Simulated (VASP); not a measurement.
# GeSb4Te7 (P-3m1) in VASP: single point with PBE

Aim: the single point of GeSb4Te7 with PBE.

Program: VASP 6.6.1. These are calculated values, not measurements. Logs are shortened: lines on timing, memory, paths and dates and some standing lists are left out, and cuts for length are marked.

## (1) The cell of the first run

Symmetry: P-3m1, No. 164, trigonal system. Conventional cell: a = 4.321 Å, b = 4.321 Å, c = 24.557 Å, α = 90.00°, β = 90.00°, γ = 120.00°. Ge (site symmetry -3m) has 6 Te at 3.02 Å within 4.0 Å. Within 4.0 Å of Sb (site symmetry 3m) lie 6 Te at 3.02 to 3.20 Å. Within 4.0 Å of Sb (site symmetry 3m) lie 6 Te at 3.02 to 3.21 Å. Within 4.1 Å of Te (site symmetry 3m) lie 3 Sb at 3.02 Å and 3 Te at 4.02 Å. Within 4.1 Å of Te (site symmetry 3m) lie 3 Sb at 3.02 Å and 3 Te at 4.02 Å. Within 4.0 Å of Te (site symmetry 3m) lie 3 Ge at 3.02 Å and 3 Sb at 3.21 Å. Within 4.5 Å of Te (site symmetry -3m) lie 6 Sb at 3.20 Å and 12 Te at 4.32 to 4.47 Å.

## (2) Single point, PBE

INCAR reads:

```
SYSTEM = GeSb4Te7
PREC = Accurate ; ENCUT = 500
EDIFF = 1E-6 ; ISMEAR = 0
SIGMA = 0.03 ; LREAL = .False.
LASPH = .True. ; NELM = 120
ALGO = Normal ; ISIF = 2
LWAVE = .False. ; LCHARG = .False.
GGA = PE ; NBANDS = 50
GGA_COMPAT = .False.
```

KPOINTS reads:

```
Automatic mesh
0
Gamma
  10 10 2
  0 0 0
```

POSCAR reads:

```
GeSb4Te7
1.0
    4.3207793620      0.0000000000      0.0000000000
   -2.1603896810      3.7419046917      0.0000000000
    0.0000000000      0.0000000000     24.5574006769
Ge Sb Te
1 4 7
Direct
    0.0000000000      0.0000000000      0.5000000000
    0.6666666667      0.3333333333      0.9186818390
    0.3333333333      0.6666666667      0.3487385401
    0.3333333333      0.6666666667      0.0813181610
    0.6666666667      0.3333333333      0.6512614599
    0.3333333333      0.6666666667      0.8491242851
    0.6666666667      0.3333333333      0.1508757149
    0.0000000000      0.0000000000      0.7205538407
    0.6666666667      0.3333333333      0.4309781163
    0.3333333333      0.6666666667      0.5690218837
    0.0000000000      0.0000000000      0.0000000000
    0.0000000000      0.0000000000      0.2794461593
```

Potentials or basis: VASP PAW PBE potentials, release 64 (Ge_d, Sb, Te).

Run with:

```sh
> cat potpaw_PBE.64/Ge_d/POTCAR potpaw_PBE.64/Sb/POTCAR potpaw_PBE.64/Te/POTCAR > POTCAR
> mpirun -np 1 vasp_std > vasp.out
```

OUTCAR:

```text
SYSTEM = GeSb4Te7
   PREC = Accurate
   ENCUT = 500
   EDIFF = 1E-6
   ISMEAR = 0
   LREAL = .False.
   LASPH = .True.
   NELM = 120
   ISIF = 2
   GGA = PE

 ion  position               nearest neighbor table
   1  0.000  0.000  0.500-   9 3.02  10 3.02   9 3.02  10 3.02   9 3.02  10 3.02
   2  0.667  0.333  0.919-   6 3.02   6 3.02   6 3.02  11 3.20  11 3.20  11 3.20
   3  0.333  0.667  0.349-  12 3.02  12 3.02  12 3.02   9 3.21   9 3.21   9 3.21
   4  0.333  0.667  0.081-   7 3.02   7 3.02   7 3.02  11 3.20  11 3.20  11 3.20
   5  0.667  0.333  0.651-   8 3.02   8 3.02   8 3.02  10 3.21  10 3.21  10 3.21
   6  0.333  0.667  0.849-   2 3.02   2 3.02   2 3.02
   7  0.667  0.333  0.151-   4 3.02   4 3.02   4 3.02
   8  0.000  0.000  0.721-   5 3.02   5 3.02   5 3.02
   9  0.667  0.333  0.431-   1 3.02   1 3.02   1 3.02   3 3.21   3 3.21   3 3.21
  10  0.333  0.667  0.569-   1 3.02   1 3.02   1 3.02   5 3.21   5 3.21   5 3.21
  11  0.000  0.000  0.000-   2 3.20   4 3.20   2 3.20   4 3.20   2 3.20   4 3.20
  12  0.000  0.000  0.279-   3 3.02   3 3.02   3 3.02

  LATTYP: Found a hexagonal cell.
 ALAT       =     4.3207793620
 C/A-ratio  =     5.6835581314

  Lattice vectors:

 A1 = (   4.3207793620,   0.0000000000,   0.0000000000)
 A2 = (  -2.1603896810,   3.7419046917,   0.0000000000)
 A3 = (   0.0000000000,   0.0000000000,  24.5574006769)

Analysis of symmetry for initial positions (statically):
=====================================================================
 Subroutine PRICEL returns:
 Original cell was already a primitive cell.

 Routine SETGRP: Setting up the symmetry group for a
 hexagonal supercell.

 Subroutine GETGRP returns: Found 12 space group operations
 (whereof 12 operations were pure point group operations)
 out of a pool of 24 trial point group operations.

The static configuration has the point symmetry D_3d.

Analysis of symmetry for dynamics (positions and initial velocities):
=====================================================================
 Subroutine PRICEL returns:
 Original cell was already a primitive cell.

 Routine SETGRP: Setting up the symmetry group for a
 hexagonal supercell.

 Subroutine GETGRP returns: Found 12 space group operations
 (whereof 12 operations were pure point group operations)
 out of a pool of 24 trial point group operations.

The dynamic configuration has the point symmetry D_3d.

 Subroutine INISYM returns: Found 12 space group operations
[... 129 lines left out ...]
   NUPDOWN=      -1.0000    fix difference up-down
   EMIN   =  10.00;   EMAX   =-10.00  energy-range for DOS
   EFERMI =   0.00;   METHOD = LEGACY
   ISMEAR =     0;   SIGMA  =   0.03  broadening in eV -4-tet -1-fermi 0-gaus
   EFERMI_NEDOS =   21; number of points for ismear=-14 and -15
   IALGO  =     38    algorithm
   IMIX   =      4    mixing-type and parameters
     AMIX     =   0.40;   BMIX     =  1.00
     AMIX_MAG =   1.60;   BMIX_MAG =  1.00
  volume/ion in A,a.u.               =      33.09       223.28
  Fermi-wavevector in a.u.,A,eV,Ry     =   0.943482  1.782922 12.111339  0.890158
  Thomas-Fermi vector in A             =   2.071194
   LORBIT       =      0    0 simple, 1 ext, 2 COOP (PROOUT), +10 PAW based schemes
   GGA     = PE    functional components
   LHFCALC =     F    Hartree Fock is set to
   AEXX    =    0.0000 exact exchange contribution
   IVDW    =     0    specifies the selected vdW correction
   LEPSILON=     F    determine dielectric tensor
   LRPA    =     F    only Hartree local field effects (RPA)
 non-spin polarized calculation
 Gauss-broadening in eV      SIGMA  =   0.03
  energy-cutoff  :      500.00
  volume of cell :      397.04
 maximum number of plane-waves:     10126
 NGX is ok and might be reduce to    32
   NGX = 15   NGY = 15   NGZ = 89

 number of electron      75.9999998 magnetization

 Free energy of the ion-electron system (eV)
  ---------------------------------------------------
  ext. energy  EPLUGINS =         0.00000000
  ---------------------------------------------------
  free energy    TOTEN  =       -44.53869930 eV

  energy without entropy =      -44.53869930  energy(sigma->0) =      -44.53869930

 E-fermi :   5.8551     XC(G=0):  -9.0825

 val. band max:        5.6939978707   @ k =   0.0000   0.0000   0.5000
 cond. band min:       6.0497970817   @ k =   0.0000   0.0000   0.5000
 fundamental gap:      0.3557992110
 Fermi energy:         5.8551051972

 k-point     1 :       0.0000    0.0000    0.0000
  band No.  band energies     occupation
      1     -19.0554      2.00000
      2     -19.0554      2.00000
      3     -19.0522      2.00000
      4     -19.0496      2.00000
      5     -19.0496      2.00000
      6      -7.1283      2.00000
[... 1261 lines left out ...]
     49       8.8529      0.00000
     50       9.0456      0.00000

 [... further k-points ...]

------------------------ aborting loop because EDIFF is reached ----------------------------------------

  FORCE on cell =-STRESS in cart. coord.  units (eV):
  Direction    XX          YY          ZZ          XY          YZ          ZX
  --------------------------------------------------------------------------------------
  -------------------------------------------------------------------------------------
  Total       -0.0489376     -0.0489376     -0.0135852      0.0000000      0.0000000      0.0000000
  in kB       -0.1974766     -0.1974766     -0.0548199      0.0000000      0.0000000      0.0000000
  external PRESSURE =      -0.1499243 kB  Pullay stress =       0.0000000 kB

 VOLUME and BASIS-vectors are now :
 -----------------------------------------------------------------------------
  energy-cutoff  :      500.00
  volume of cell :      397.04
      direct lattice vectors                 reciprocal lattice vectors
     4.320779362  0.000000000  0.000000000     0.231439728  0.133621789  0.000000000
    -2.160389681  3.741904692  0.000000000     0.000000000  0.267243578  0.000000000
     0.000000000  0.000000000 24.557400677     0.000000000  0.000000000  0.040720922

 POSITION                                       TOTAL-FORCE (eV/Angst)
 -----------------------------------------------------------------------------------
      0.00000      0.00000     12.27870        -0.000000      0.000000     -0.000000
      2.16039      1.24730     22.56044         0.000000      0.000000      0.022825
     -0.00000      2.49460      8.56411        -0.000000      0.000000      0.021282
     -0.00000      2.49460      1.99696         0.000000      0.000000     -0.022825
      2.16039      1.24730     15.99329         0.000000     -0.000000     -0.021282
     -0.00000      2.49460     20.85229         0.000000     -0.000000     -0.015053
      2.16039      1.24730      3.70512        -0.000000      0.000000      0.015053
      0.00000      0.00000     17.69493         0.000000     -0.000000      0.013651
      2.16039      1.24730     10.58370        -0.000000      0.000000     -0.008715
     -0.00000      2.49460     13.97370         0.000000     -0.000000      0.008715
      0.00000      0.00000      0.00000        -0.000000      0.000000     -0.000000
      0.00000      0.00000      6.86247        -0.000000      0.000000     -0.013651
 -----------------------------------------------------------------------------------
    total drift:                               -0.000000     -0.000000     -0.000000

  FREE ENERGIE OF THE ION-ELECTRON SYSTEM (eV)
  ---------------------------------------------------
  free  energy   TOTEN  =       -44.5386992995 eV

  energy  without entropy=      -44.5386992995  energy(sigma->0) =      -44.53869930
```

stdout:

```text
POSCAR found type information on POSCAR GeSbTe
 POSCAR found :  3 types and      12 ions
 scaLAPACK will be used
 LDA part: xc-table for (Slater+PW92), standard interpolation
 POSCAR, INCAR and KPOINTS ok, starting setup
 FFT: planning ... GRIDC
 FFT: planning ... GRID_SOFT
 FFT: planning ... GRID
 WAVECAR not read
 entering main loop
```

It took 4.9 min on 1 thread of Intel Xeon 6975P-C (Granite Rapids), shared host; peak memory 0.73 GiB.

Results:

- Free energy: -44.5387 eV
- Pressure: 0.0 GPa
- Largest force: 0.023 eV/Å
- Band gap on the k mesh: 0.36 eV

Forces on the atoms (eV/Å):
```
Ge   0.000  0.000  0.000
Sb   0.000  0.000  0.023
Sb   0.000  0.000  0.021
Sb   0.000  0.000 -0.023
Sb   0.000  0.000 -0.021
Te   0.000  0.000 -0.015
Te   0.000  0.000  0.015
Te   0.000  0.000  0.014
Te   0.000  0.000 -0.009
Te   0.000  0.000  0.009
Te   0.000  0.000  0.000
Te   0.000  0.000 -0.014
```

Levels at points of the mesh, in eV from the valence-band top:
| k point | band 34 | band 35 | band 36 | band 37 | band 38 | band 39 | band 40 | band 41 | band 42 | band 43 |
| --- | --- | --- | --- | --- | --- | --- | --- | --- | --- | --- |
| (0.00, 0.00, 0.00) | -1.07 | -1.04 | -1.04 | -0.27 | -0.09 | 0.47 | 0.53 | 0.65 | 0.65 | 0.72 |
| (0.50, 0.00, 0.00) | -1.42 | -1.26 | -1.21 | -0.96 | -0.83 | 0.86 | 0.86 | 1.20 | 1.37 | 1.38 |
| (0.00, 0.00, 0.50) | -1.02 | -1.02 | -0.90 | -0.34 | 0.00 | 0.36 | 0.59 | 0.59 | 0.62 | 0.80 |
| (0.50, 0.00, 0.50) | -1.58 | -1.35 | -1.12 | -0.98 | -0.57 | 0.57 | 0.88 | 1.07 | 1.17 | 1.57 |

Caveat: spin-orbit coupling is left out, which moves the levels of the heavy elements; this functional lacks dispersion, which binds the layers, so the pressure and a relaxed spacing across them are unreliable.
